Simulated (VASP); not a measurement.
Runs of VASP 6.6.1 on Os. Symmetry: Fm-3m, No. 225, cubic system. Conventional cell: a = 3.844 Å, b = 3.844 Å, c = 3.844 Å, α = 90.00°, β = 90.00°, γ = 90.00°. Os (site symmetry m-3m) has 12 Os at 2.72 Å within 3.6 Å. This isn't the form of Os at room conditions, which is hcp.

| task | level | U | k mesh | cutoff (eV) | smearing | LDAUTYPE | hund's J | gap on the mesh (eV) | pressure (GPa) |
| --- | --- | --- | --- | --- | --- | --- | --- | --- | --- |
| single point | PBE | - | 10 × 10 × 10 | 600 | methfessel-paxton 0.006 eV | - | - | none | 4.3 |
| electric field gradients | PBE | - | 10 × 10 × 10 | 520 | gaussian 0.029 eV | - | - | none | 4.2 |
| single point | r2SCAN | - | 6 × 6 × 6 | 660 | gaussian 0.1 eV | - | - | none | -1.5 |
| single point | PBE | - | 3 × 3 × 3 | 600 | gaussian 0.1 eV | - | - | none | 27.9 |
| single point | PBE | - | 10 × 10 × 10 | 600 | methfessel-paxton 0.27 eV | - | - | none | 4.4 |
| single point | PBE | - | 4 × 4 × 4, shifted | 600 | gaussian 0.1 eV | - | - | none | (a) |
| single point | PBE | - | 10 × 10 × 10 | 600 | methfessel-paxton 0.1 eV | - | - | none | 4.3 |
| single point | PBE+D3(BJ) | - | 9 × 9 × 9 | 600 | gaussian 0.1 eV | - | - | none | -4.0 |
| single point | PBE+D3(BJ) | - | 10 × 10 × 10 | 600 | gaussian 0.1 eV | - | - | none | (b) |
| single point | PBE | - | 10 × 10 × 10 | 600 | fermi-dirac 0.041 eV | - | - | none | 4.4 |
| single point | PBEsol+U | Os d U = 3.9 eV | 9 × 9 × 9 | 600 | gaussian 0.1 eV | - | - | none | -18.0 |
| single point | PBE+U | Os d U = 7.5 eV, J = 0.69 eV | 4 × 4 × 4 | 600 | gaussian 0.1 eV | 1 | 0.69 | none | -29.8 |

Alike in all rows: potentials or basis VASP PAW PBE potentials, release 64 (Os); no spin polarisation; cell as given.

Fill in the values left out.

(a) 4.9; (b) -3.1.

Caveats: some runs use coarse meshes; spin-orbit coupling is left out, which moves the levels of the heavy elements; the cell stands under pressure (at least some runs); the cell stands under tension (at least some runs); the PAW data sets were made with another functional, which shifts forces and pressure a little (at least some runs); U without spin polarisation on a metal has little footing (at least some runs); the U is typed as a test and isn't derived for this compound (at least some runs).

A k mesh can miss the band edges, and the runs leave out spin-orbit coupling on Os.

A gap of «none» marks levels without a gap at the run's occupations.
